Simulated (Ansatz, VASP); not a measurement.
Bi: VASP beside Ansatz

```xyz
1
Lattice="0.0000 2.5758 2.5758 2.5758 0.0000 2.5758 2.5758 2.5758 0.0000" Properties=species:S:1:pos:R:3 pbc="T T T"
Bi    0.0000    0.0000    0.0000
```

Alike in both runs: task single point; functional PBE; k mesh 6 × 6 × 6; occupations fermi-dirac, width 0.1103 eV; no spin polarisation.

```csv
,VASP,Ansatz
version,VASP 6.6.1,Ansatz 0.2.0
potentials or method,"VASP PAW PBE potentials, release 64 (Bi_d), cutoff 500 eV",PAW plane waves
valence electrons in the cell,15,15
```

```tsv
	VASP	Ansatz	Ansatz less VASP
gap on the k mesh at the Fermi level (eV)	none	none	-
pressure (GPa)	-3.6	-3.6	+0.06
```

A gap of «none» marks a metal or a gap that the smearing closes. The functional is the same, so the differences come from potentials, cutoffs and numerics.

Neither program's run includes spin-orbit coupling.
